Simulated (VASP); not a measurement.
**MgO: single point with LDA**

Crystal: MgO.

```xyz
2
Lattice="3.0262 0.0000 0.0000 -1.5131 2.6207 0.0000 0.0000 0.0000 2.6797" Properties=species:S:1:pos:R:3 pbc="T T T"
Mg    0.0000    0.0000    0.0000
O     0.0000    1.7472    1.3398
```

This cell differs from its parent crystal: strain +0.030 along x and y, +0.000 along z.

```json
{"Program": "VASP 6.6.1", "Task": "single point", "Functional": "LDA", "Potentials or basis": "VASP PAW LDA potentials, release 64 (Mg, O)", "Cutoff": "520 eV", "k mesh": "9 × 9 × 8", "Occupations": "gaussian, width 0.05 eV", "Spin": "no spin polarisation"}
```

```
Pressure               : -16.5 GPa
Band gap on the k mesh : 2.35 eV, indirect (least direct gap 2.69 eV)
```

Stress tensor (GPa, compression positive):
```
-20.15   0.00   0.00
  0.00 -20.15   0.00
  0.00   0.00  -9.18
```

Levels at points of the mesh, in eV from the valence-band top:
```csv
k point,band 1,band 2,band 3,band 4,band 5,band 6,band 7,band 8,band 9
"(0.00, 0.00, 0.00)",-17.08,-0.91,-0.91,-0.34,2.35,11.40,14.20,14.20,18.58
"(0.00, 0.00, 0.50)",-15.99,-5.27,-0.36,-0.36,7.29,8.38,16.59,16.59,17.29
```

Wall time 28 s on 1 thread of AMD EPYC 7R13, with other jobs on the host, peak memory 0.1 GiB.

Caveat: the cell differs from its parent crystal (strain +0.030 along x and y, +0.000 along z). A k mesh can miss the band edges.
